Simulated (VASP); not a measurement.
# BiSb (CsCl type) (Pm-3m) in VASP: further runs

The runs below take BiSb (CsCl type) through single point, with LDA.

All numbers are computed with VASP 6.6.1; they aren't measurements. Logs are shortened: lines on timing, memory, paths and dates and some standing lists are left out, and cuts for length are marked.

## Step 1: The cell of the first run

The structure is cubic, space group Pm-3m (No. 221). Conventional cell: a = 3.495 Å, b = 3.495 Å, c = 3.495 Å, α = 90.00°, β = 90.00°, γ = 90.00°. Sb (site symmetry m-3m) has 8 Bi at 3.03 Å and 6 Sb at 3.49 Å within 4.0 Å. Bi (site symmetry m-3m) has 8 Sb at 3.03 Å and 6 Bi at 3.49 Å within 4.0 Å.

## Step 2: Single point, LDA

Input file INCAR:

```
PREC = Accurate ; ENCUT = 520
EDIFF = 1E-7 ; ISMEAR = -1
SIGMA = 0.1 ; LREAL = False
LASPH = True ; NELM = 60
ALGO = Normal ; ISIF = 2
LWAVE = False ; LCHARG = False
GGA = CA ; NBANDS = 17
```

Input file KPOINTS:

```
regular mesh
0
Gamma
  12 12 12
```

Input file POSCAR:

```
BiSb
1.0
    3.4945626892      0.0000000000      0.0000000000
    0.0000000000      3.4945626892      0.0000000000
    0.0000000000      0.0000000000      3.4945626892
Sb Bi
1 1
Direct
    0.0000000000      0.0000000000      0.0000000000
    0.5000000000      0.5000000000      0.5000000000
```

Potentials or basis: VASP PAW LDA potentials, release 64 (Sb, Bi_d).

Launch:

```console
$ cat potpaw_LDA.64/Sb/POTCAR potpaw_LDA.64/Bi_d/POTCAR > POTCAR
$ mpirun -np 1 vasp_std > vasp.out
```

OUTCAR:

```text
PREC = Accurate
   ENCUT = 520
   EDIFF = 1E-7
   ISMEAR = -1
   LREAL = False
   LASPH = True
   NELM = 60
   ISIF = 2
   GGA = CA

 ion  position               nearest neighbor table
   1  0.000  0.000  0.000-   2 3.03   2 3.03   2 3.03   2 3.03   2 3.03   2 3.03   2 3.03   2 3.03

   2  0.500  0.500  0.500-   1 3.03   1 3.03   1 3.03   1 3.03   1 3.03   1 3.03   1 3.03   1 3.03

  LATTYP: Found a simple cubic cell.
 ALAT       =     3.4945626892

  Lattice vectors:

 A1 = (   3.4945626892,   0.0000000000,   0.0000000000)
 A2 = (   0.0000000000,   3.4945626892,   0.0000000000)
 A3 = (   0.0000000000,   0.0000000000,   3.4945626892)

Analysis of symmetry for initial positions (statically):
=====================================================================
 Subroutine PRICEL returns:
 Original cell was already a primitive cell.

 Routine SETGRP: Setting up the symmetry group for a
 simple cubic supercell.

 Subroutine GETGRP returns: Found 48 space group operations
 (whereof 48 operations were pure point group operations)
 out of a pool of 48 trial point group operations.

The static configuration has the point symmetry O_h .

Analysis of symmetry for dynamics (positions and initial velocities):
=====================================================================
 Subroutine PRICEL returns:
 Original cell was already a primitive cell.

 Routine SETGRP: Setting up the symmetry group for a
 simple cubic supercell.

 Subroutine GETGRP returns: Found 48 space group operations
 (whereof 48 operations were pure point group operations)
 out of a pool of 48 trial point group operations.

The dynamic configuration has the point symmetry O_h .

 Subroutine INISYM returns: Found 48 space group operations
 (whereof 48 operations are pure point group operations),
 and found     1 'primitive' translations

----------------------------------------------------------------------------------------

                                     Primitive cell

  volume of cell :      42.6755

  direct lattice vectors                    reciprocal lattice vectors
     3.494562689  0.000000000  0.000000000     0.286158838  0.000000000  0.000000000
     0.000000000  3.494562689  0.000000000     0.000000000  0.286158838  0.000000000
     0.000000000  0.000000000  3.494562689     0.000000000  0.000000000  0.286158838

  length of vectors
     3.494562689  3.494562689  3.494562689     0.286158838  0.286158838  0.286158838

  position of ions in fractional coordinates (direct lattice)
     0.000000000  0.000000000  0.000000000
     0.500000000  0.500000000  0.500000000

  ion indices of the primitive-cell ions
   primitive index   ion index
                 1           1
                 2           2

----------------------------------------------------------------------------------------

 KPOINTS: regular mesh

Automatic generation of k-mesh.
 Grid dimensions read from file:
 generate k-points for:   12   12   12

 Generating k-lattice:

  Cartesian coordinates                     Fractional coordinates (reciprocal lattice)
     0.023846570  0.000000000  0.000000000     0.083333333  0.000000000  0.000000000
     0.000000000  0.023846570  0.000000000     0.000000000  0.083333333  0.000000000
     0.000000000  0.000000000  0.023846570     0.000000000  0.000000000  0.083333333

  Length of vectors
     0.023846570  0.023846570  0.023846570

  Shift w.r.t. Gamma in fractional coordinates (k-lattice)
     0.000000000  0.000000000  0.000000000

 Subroutine IBZKPT returns following result:
 ===========================================

 Found     84 irreducible k-points:

 Following reciprocal coordinates:
            Coordinates               Weight
  0.000000  0.000000  0.000000      1.000000
  0.083333  0.000000  0.000000      6.000000
  0.166667  0.000000  0.000000      6.000000
  0.250000  0.000000  0.000000      6.000000
  0.333333  0.000000  0.000000      6.000000
  0.416667  0.000000  0.000000      6.000000
[... 16 lines left out ...]
  0.333333  0.333333  0.000000     12.000000
  0.416667  0.333333  0.000000     24.000000
 [... further k-points ...]
   k-points           NKPTS =     84   k-points in BZ     NKDIM =     84   number of bands    NBANDS=     17
   number of dos      NEDOS =    301   number of ions     NIONS =      2
   total plane-waves  NPLWV =  21952
   dimension x,y,z NGX =    28 NGY =   28 NGZ =   28
   dimension x,y,z NGXF=    56 NGYF=   56 NGZF=   56
   ions per type =               1   1
   NGX,Y,Z   is equivalent  to a cutoff of  13.32, 13.32, 13.32 a.u.
   NGXF,Y,Z  is equivalent  to a cutoff of  26.64, 26.64, 26.64 a.u.
 SYSTEM =  unknown system
   PREC   = accura    normal or accurate (medium, high low for compatibility)
   ISTART =      0    job   : 0-new  1-cont  2-samecut
   ICHARG =      2    charge: 1-file 2-atom 10-const
   ISPIN  =      1    spin polarized calculation?
   LNONCOLLINEAR =      F non collinear calculations
   LSORBIT =      F    spin-orbit coupling
   LASPH  =      T    aspherical Exc in radial PAW
   ENCUT  =  520.0 eV  38.22 Ry    6.18 a.u.   6.50  6.50  6.50*2*pi/ulx,y,z
   NELM   =     60;   NELMIN=  2; NELMDL= -5     # of ELM steps
   EDIFF  = 0.1E-06   stopping-criterion for ELM
   LREAL  =      F    real-space projection
   EDIFFG = 0.1E-05   stopping-criterion for IOM
   NSW    =      0    number of steps for IOM
   IBRION =     -1    ionic relax: 0-MD 1-quasi-New 2-CG
   NFREE  =      0    steps in history (QN), initial steepest desc. (CG)
   ISIF   =      2    stress and relaxation
   ISYM   =      2    0-nonsym 1-usesym 2-fastsym
   POTIM  = 0.5000    time-step for ionic-motion
   TEBEG  =    0.0;   TEEND  =   0.0 temperature during run
   PSTRESS=    0.0 pullay stress
   NELECT =      20.0000    total number of electrons
   NUPDOWN=      -1.0000    fix difference up-down
   EMIN   =  10.00;   EMAX   =-10.00  energy-range for DOS
   EFERMI =   0.00;   METHOD = LEGACY
   ISMEAR =    -1;   SIGMA  =   0.10  broadening in eV -4-tet -1-fermi 0-gaus
   EFERMI_NEDOS =   21; number of points for ismear=-14 and -15
   IALGO  =     38    algorithm
   IMIX   =      4    mixing-type and parameters
     AMIX     =   0.40;   BMIX     =  1.00
     AMIX_MAG =   1.60;   BMIX_MAG =  1.00
  volume/ion in A,a.u.               =      21.34       143.99
  Fermi-wavevector in a.u.,A,eV,Ry     =   1.271624  2.403021 22.000990  1.617027
  Thomas-Fermi vector in A             =   2.404547
   LORBIT       =      0    0 simple, 1 ext, 2 COOP (PROOUT), +10 PAW based schemes
   GGA     = CA    functional components
   LHFCALC =     F    Hartree Fock is set to
   AEXX    =    0.0000 exact exchange contribution
   IVDW    =     0    specifies the selected vdW correction
   LEPSILON=     F    determine dielectric tensor
   LRPA    =     F    only Hartree local field effects (RPA)
 non-spin polarized calculation
  energy-cutoff  :      520.00
  volume of cell :       42.68
 maximum number of plane-waves:      1189
 NGX is ok and might be reduce to    28
   NGX = 13   NGY = 13   NGZ = 13

 number of electron      20.0000004 magnetization

 Free energy of the ion-electron system (eV)
  ---------------------------------------------------
  ext. energy  EPLUGINS =         0.00000000
  ---------------------------------------------------
  free energy    TOTEN  =        -8.15532693 eV

  energy without entropy =       -8.11910442  energy(sigma->0) =       -8.13721567

 E-fermi :  12.5906     XC(G=0): -11.9234

 val. band max:       12.5776126070   @ k =   0.4167   0.0833   0.0000
 cond. band min:      12.5965276610   @ k =   0.5000   0.0000   0.0000
 fundamental gap:      0.0189150540
 Fermi energy:        12.5906481688

 k-point     1 :       0.0000    0.0000    0.0000
  band No.  band energies     occupation
      1     -10.8193      2.00000
      2     -10.8193      2.00000
      3     -10.6594      2.00000
      4     -10.6594      2.00000
      5     -10.6594      2.00000
      6      -3.4298      2.00000
[... 9 lines left out ...]
     16      23.6459      0.00000
     17      23.6459      0.00000

 k-point     2 :       0.0833    0.0000    0.0000
  band No.  band energies     occupation
      1     -10.8188      2.00000
      2     -10.8091      2.00000
      3     -10.6635      2.00000
      4     -10.6635      2.00000
      5     -10.6593      2.00000
      6      -3.3383      2.00000
[... 9 lines left out ...]
     16      22.9838      0.00000
     17      23.3474      0.00000

 k-point     3 :       0.1667    0.0000    0.0000
  band No.  band energies     occupation
      1     -10.8175      2.00000
      2     -10.7811      2.00000
      3     -10.6745      2.00000
      4     -10.6745      2.00000
      5     -10.6590      2.00000
      6      -3.0641      2.00000
[... 9 lines left out ...]
     16      21.8144      0.00000
     17      23.3564      0.00000

 k-point     4 :       0.2500    0.0000    0.0000
  band No.  band energies     occupation
      1     -10.8157      2.00000
      2     -10.7430      2.00000
      3     -10.6896      2.00000
      4     -10.6896      2.00000
      5     -10.6585      2.00000
      6      -2.6091      2.00000
[... 9 lines left out ...]
     16      20.6565      0.00000
     17      23.7563      0.00000

 k-point     5 :       0.3333    0.0000    0.0000
  band No.  band energies     occupation
      1     -10.8138      2.00000
      2     -10.7050      2.00000
      3     -10.7047      2.00000
      4     -10.7047      2.00000
      5     -10.6581      2.00000
      6      -1.9812      2.00000
[... 9 lines left out ...]
     16      21.7834      0.00000
     17      24.4046      0.00000

 k-point     6 :       0.4167    0.0000    0.0000
  band No.  band energies     occupation
      1     -10.8125      2.00000
      2     -10.7157      2.00000
      3     -10.7157      2.00000
      4     -10.6772      2.00000
      5     -10.6578      2.00000
      6      -1.2193      2.00000
[... 9 lines left out ...]
     16      24.1364      0.00000
     17      24.8223      0.00000

 k-point     7 :       0.5000    0.0000    0.0000
  band No.  band energies     occupation
      1     -10.8120      2.00000
      2     -10.7197      2.00000
      3     -10.7197      2.00000
      4     -10.6671      2.00000
      5     -10.6577      2.00000
      6      -0.6629      2.00000
[... 9 lines left out ...]
     16      24.8220      0.00000
     17      25.7386      0.00000

 k-point     8 :       0.0833    0.0833    0.0000
  band No.  band energies     occupation
      1     -10.8135      2.00000
      2     -10.8036      2.00000
      3     -10.6677      2.00000
      4     -10.6641      2.00000
      5     -10.6624      2.00000
      6      -3.2468      2.00000
[... 9 lines left out ...]
     16      22.6462      0.00000
     17      22.9167      0.00000
[... 203 lines left out ...]
      1     -10.7767      2.00000
      2     -10.7279      2.00000
      3     -10.6985      2.00000
      4     -10.6888      2.00000
      5     -10.6820      2.00000
      6      -1.7910      2.00000
[... 9 lines left out ...]
     16      21.2529      0.00000
     17      21.3490      0.00000

 k-point    20 :       0.3333    0.2500    0.0000
  band No.  band energies     occupation
      1     -10.7688      2.00000
      2     -10.7466      2.00000
      3     -10.6993      2.00000
      4     -10.6827      2.00000
      5     -10.6647      2.00000
      6      -1.1720      2.00000
[... 9 lines left out ...]
     16      21.3348      0.00000
     17      22.3992      0.00000

 k-point    21 :       0.4167    0.2500    0.0000
  band No.  band energies     occupation
      1     -10.7650      2.00000
      2     -10.7602      2.00000
      3     -10.7086      2.00000
      4     -10.6816      2.00000
      5     -10.6381      2.00000
      6      -0.4361      2.00000
[... 9 lines left out ...]
     16      21.7864      0.00000
     17      23.1558      0.00000

 k-point    22 :       0.5000    0.2500    0.0000
  band No.  band energies     occupation
      1     -10.7656      2.00000
      2     -10.7634      2.00000
      3     -10.7120      2.00000
      4     -10.6811      2.00000
      5     -10.6281      2.00000
      6       0.0694      2.00000
[... 9 lines left out ...]
     16      22.0875      0.00000
     17      22.5901      0.00000

 k-point    23 :       0.3333    0.3333    0.0000
  band No.  band energies     occupation
      1     -10.7680      2.00000
      2     -10.7555      2.00000
      3     -10.6983      2.00000
      4     -10.6932      2.00000
      5     -10.6346      2.00000
      6      -0.5668      2.00000
[... 9 lines left out ...]
     16      22.0983      0.00000
     17      23.1214      0.00000

 k-point    24 :       0.4167    0.3333    0.0000
  band No.  band energies     occupation
      1     -10.7828      2.00000
      2     -10.7492      2.00000
      3     -10.7051      2.00000
      4     -10.6934      2.00000
      5     -10.6098      2.00000
      6       0.1345      2.00000
[... 9 lines left out ...]
     16      21.8373      0.00000
     17      22.1305      0.00000

 [... further k-points ...]

------------------------ aborting loop because EDIFF is reached ----------------------------------------

  FORCE on cell =-STRESS in cart. coord.  units (eV):
  Direction    XX          YY          ZZ          XY          YZ          ZX
  --------------------------------------------------------------------------------------
  -------------------------------------------------------------------------------------
  Total        8.3868547      8.3868547      8.3868547     -0.0000000      0.0000000     -0.0000000
  in kB      314.8699353    314.8699353    314.8699353     -0.0000000      0.0000000     -0.0000000
  external PRESSURE =     314.8699353 kB  Pullay stress =       0.0000000 kB

 VOLUME and BASIS-vectors are now :
 -----------------------------------------------------------------------------
  energy-cutoff  :      520.00
  volume of cell :       42.68
      direct lattice vectors                 reciprocal lattice vectors
     3.494562689  0.000000000  0.000000000     0.286158838  0.000000000  0.000000000
     0.000000000  3.494562689  0.000000000     0.000000000  0.286158838  0.000000000
     0.000000000  0.000000000  3.494562689     0.000000000  0.000000000  0.286158838

 POSITION                                       TOTAL-FORCE (eV/Angst)
 -----------------------------------------------------------------------------------
      0.00000      0.00000      0.00000         0.000000      0.000000      0.000000
      1.74728      1.74728      1.74728         0.000000      0.000000      0.000000
 -----------------------------------------------------------------------------------
    total drift:                                0.000000      0.000000      0.000000

  FREE ENERGIE OF THE ION-ELECTRON SYSTEM (eV)
  ---------------------------------------------------
  free  energy   TOTEN  =        -8.1553269306 eV

  energy  without entropy=       -8.1191044187  energy(sigma->0) =       -8.13721567
```

Run time: 18 s. Hardware: 1 thread of Intel Xeon 6975P-C (Granite Rapids), shared host; peak memory 0.18 GiB.

Results:

* Free energy: -8.1553 eV
* Pressure: 31.5 GPa
* Band gap on the k mesh: zero (bands 10 and 11 overlap by 5.45 eV)

Caveat: the cell stands under pressure; spin-orbit coupling is left out, which moves the levels of the heavy elements.

## Step 3: Single point, LDA

Input file INCAR:

```
SYSTEM = BiSb
ALGO = Normal ; EDIFF = 1E-6
ENCUT = 520 ; GGA = CA
ISIF = 2 ; ISMEAR = -1
LASPH = .True. ; LCHARG = .True.
LELF = .True. ; LREAL = .False.
LVHAR = .True. ; LWAVE = .False.
NBANDS = 17 ; NELM = 60
PREC = Accurate ; SIGMA = 0.1
```

Input file KPOINTS:

```
k-points
0
Gamma
  12 12 12
  0 0 0
```

Input file POSCAR:

```
BiSb
1.0
    3.4949133474      0.0000000000      0.0000000000
    0.0000000000      3.4949133474      0.0000000000
    0.0000000000      0.0000000000      3.4949133474
Sb Bi
1 1
Direct
    0.0000000000      0.0000000000      0.0000000000
    0.5000000000      0.5000000000      0.5000000000
```

Potentials or basis: VASP PAW LDA potentials, release 64 (Sb, Bi_d).

Launch:

```console
$ cat potpaw_LDA.64/Sb/POTCAR potpaw_LDA.64/Bi_d/POTCAR > POTCAR
$ mpirun -np 1 vasp_std > vasp.out
```

Wall time 17 s (1 thread of Intel Xeon 6975P-C (Granite Rapids), shared host); peak memory 0.18 GiB.

It converged, with:

* Free energy: -8.1578 eV
* Pressure: 31.5 GPa
* Band gap on the k mesh: zero (bands 10 and 11 overlap by 5.45 eV)

Levels at points of the mesh, in eV from the Fermi level:
```tsv
k point	band 6	band 7	band 8	band 9	band 10	band 11	band 12	band 13	band 14	band 15
(0.00, 0.00, 0.00)	-16.02	-5.60	-2.75	-2.75	-2.75	2.87	2.87	7.90	7.90	7.90
(0.50, 0.00, 0.00)	-13.25	-12.00	0.00	0.81	0.93	0.93	1.08	1.08	4.45	5.79
(0.50, 0.50, 0.00)	-11.24	-9.33	-7.46	-7.46	1.85	2.66	4.29	4.29	7.40	7.56
(0.50, 0.50, 0.50)	-9.88	-8.00	-3.84	-3.84	-3.84	-3.60	-3.60	-3.60	16.11	16.11
```

Caveat: the cell stands under pressure; spin-orbit coupling is left out, which moves the levels of the heavy elements.
